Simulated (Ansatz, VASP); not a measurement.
Two plane-wave programs on TiO2

```
Ti O
1.0
     4.59685    0.00000    0.00000
     0.00000    4.59685    0.00000
     0.00000    0.00000    2.95349
Ti O
2 4
Cartesian
  0.0000 0.0000 0.0000
  2.2984 2.2984 1.4767
  1.4004 1.4004 0.0000
  0.8980 3.6988 1.4767
  3.6988 0.8980 1.4767
  3.1965 3.1965 0.0000
```

Alike in both runs: task single point; functional r2SCAN; k mesh 4 × 4 × 8; no spin polarisation.

|  | VASP | Ansatz |
| --- | --- | --- |
| version | VASP 6.6.1 | Ansatz 0.2.0 |
| potentials or method | VASP PAW PBE potentials, release 64 (Ti_sv, O) | plane waves, PAW |
| plane-wave cutoff (eV) | 520 | 500 |
| occupations | gaussian, width 0.01 eV | fixed |
| valence electrons in the cell | 48 | 48 |

VASP gave:

| Quantity | Value |
| --- | --- |
| gap on the k mesh at the Fermi level (eV) | 2.23 |
| pressure (GPa) | 1.3 |
| traceless stress, the component that is largest in VASP (GPa) | 0.48 |
| rms of the force components (eV/Å) | 0.018 |

Problem. Estimate Ansatz's values.

Solution. gap on the k mesh at the Fermi level (eV): 2.22; pressure (GPa): 0.0; traceless stress, the component that is largest in VASP (GPa): 0.02; rms of the force components (eV/Å): 0.002.

VASP's potentials were made for PBE, not for r2SCAN. Atom by atom the forces differ by 0.016 eV/Å (rms over components).
